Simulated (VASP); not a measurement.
Wanted: the native input for a VASP 6.6.1 run.

| Quantity | Value |
| --- | --- |
| Task | density of states |
| Functional | PBE |
| Potentials or basis | VASP PAW PBE potentials, release 64 (Zr_sv, B) |
| Cutoff | 520 eV |
| k mesh | 15 × 15 × 12 |
| Occupations | gaussian, width 0.1 eV |
| Spin | no spin polarisation |
| Dipole correction | no |
| k mesh for the DOS | 23 × 23 × 18 |
| Occupations for the DOS | tetrahedron |
| Further INCAR settings | ALGO = Normal; EDIFF = 1e-06; NBANDS = 16 |

ZrB2:

```
Zr B
1.0
     3.17117    0.00000    0.00000
    -1.58558    2.74631    0.00000
     0.00000    0.00000    3.54230
Zr B
1 2
Cartesian
  0.0000 0.0000 0.0000
  0.0000 1.8309 1.7711
  1.5856 0.9154 1.7711
```

One way to write it, as run:

POSCAR

```
ZrB2
1.0
    3.1711659775      0.0000000000      0.0000000000
   -1.5855829887      2.7463102961      0.0000000000
    0.0000000000      0.0000000000      3.5422975713
Zr B
1 2
Direct
    0.0000000000      0.0000000000      0.0000000000
    0.3333333333      0.6666666667      0.5000000000
    0.6666666667      0.3333333333      0.5000000000
```

INCAR.step1

```
SYSTEM = ZrB2
  ALGO = Normal
  EDIFF = 1E-6
  ENCUT = 520
  GGA = PE
  ISIF = 2
  ISMEAR = 0
  LASPH = .TRUE.
  LCHARG = .TRUE.
  LMAXMIX = 4
  LREAL = .FALSE.
  LWAVE = .FALSE.
  NBANDS = 16
  NELM = 100
  PREC = Accurate
  SIGMA = 0.1
```

KPOINTS.step1

```
k-points
0
G
  15 15 12
  0 0 0
```

INCAR.step2

```
SYSTEM = ZrB2
  ALGO = Normal
  EDIFF = 1E-6
  ENCUT = 520
  GGA = PE
  ICHARG = 11
  ISIF = 2
  ISMEAR = -5
  LASPH = .TRUE.
  LCHARG = .FALSE.
  LMAXMIX = 4
  LORBIT = 11
  LREAL = .FALSE.
  LWAVE = .FALSE.
  NBANDS = 16
  NEDOS = 2001
  NELM = 100
  PREC = Accurate
  SIGMA = 0.1
```

KPOINTS.step2

```
k-points
0
G
  23 23 18
  0 0 0
```

Potentials or basis: VASP PAW PBE potentials, release 64 (Zr_sv, B).

Command:

```console
$ cat potpaw_PBE.64/Zr_sv/POTCAR potpaw_PBE.64/B/POTCAR > POTCAR
$ cp INCAR.step1 INCAR
$ cp KPOINTS.step1 KPOINTS
$ mpirun -np 1 vasp_std > vasp.out
$ cp INCAR.step2 INCAR
$ cp KPOINTS.step2 KPOINTS
$ mpirun -np 1 vasp_std > vasp.out
```

Results of the run:

```json
{"Valence electrons inside the program's atomic spheres": "Zr 9.96; B 1.90"}
```

It took 2.4 min on 1 thread of Intel(R) Xeon(R) Platinum 8259CL CPU @ 2.50GHz (Skylake/Cascade Lake) (shared host), peak memory 0.38 GiB.
